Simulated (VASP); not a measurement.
Input of a VASP 6.6.1 run:

INCAR

```
  ALGO = Normal
  EDIFF = 1E-7
  ENCUT = 520
  GGA = PS
  ISIF = 2
  ISMEAR = -1
  LASPH = True
  LCHARG = False
  LREAL = False
  LWAVE = False
  NBANDS = 24
  NELM = 80
  PREC = Accurate
  SIGMA = 0.05
```

Contents of KPOINTS:

```
k-points
0
Gamma
  6 6 6
```

POSCAR

```
SnTe3
1.0
    0.0000000000      3.8867907320      3.8867907320
    3.8867907320      0.0000000000      3.8867907320
    3.8867907320      3.8867907320      0.0000000000
Te Sn
3 1
Direct
    0.5000000000      0.5000000000      0.5000000000
    0.7500000000      0.7500000000      0.7500000000
    0.2500000000      0.2500000000      0.2500000000
    0.0000000000      0.0000000000      0.0000000000
```

Potentials or basis: VASP PAW PBE potentials, release 64 (Te, Sn_d).

Command:

```sh
$ cat potpaw_PBE.64/Te/POTCAR potpaw_PBE.64/Sn_d/POTCAR > POTCAR
$ mpirun -np 1 vasp_std > vasp.out
```

Q: Predict the band gap on the k mesh.

A: Zero (band 16 reaches 7.70 eV, above the bottom of band 17 at 5.53 eV).

Q: What does it give for the pressure?

A: -3.7 GPa.

Caveat: the PAW data sets were made with another functional, which shifts forces and pressure a little; spin-orbit coupling is left out, which moves the levels of the heavy elements.
